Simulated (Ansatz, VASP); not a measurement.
**Ge in VASP and in Ansatz**

```xyz
2
Lattice="0.0000 2.8571 2.8288 2.8005 0.0000 2.8288 2.8005 2.8571 0.0000" Properties=species:S:1:pos:R:3 pbc="T T T"
Ge    2.8005    2.8571    2.8288
Ge    4.2007    4.2856    4.2432
```

Change from the starting cell: strain -0.0100 x Voigt [1, -1, 0, 0, 0, 0], atoms carried along.

Alike in both runs: task single point; functional PBE; k mesh 14 × 14 × 14; occupations gaussian, width 0.15 eV; no spin polarisation.

|  | VASP | Ansatz |
| --- | --- | --- |
| version | VASP 6.6.1 | Ansatz 0.2.0 |
| potentials or method | VASP PAW PBE potentials, release 64 (Ge_d), cutoff 520 eV | scalar-relativistic, plane waves, PAW |
| valence electrons in the cell | 28 | 28 |

Ansatz gave:

```
gap on the k mesh at the Fermi level (eV)                     : 0.05
least direct gap on the mesh (eV)                             : 0.05
pressure (GPa)                                                : 3.7
traceless stress, the component that is largest in VASP (GPa) : -0.71
```

Problem. Estimate VASP's values.

Solution. gap on the k mesh at the Fermi level (eV): 0.04; least direct gap on the mesh (eV): 0.04; pressure (GPa): 3.6; traceless stress, the component that is largest in VASP (GPa): -0.71.
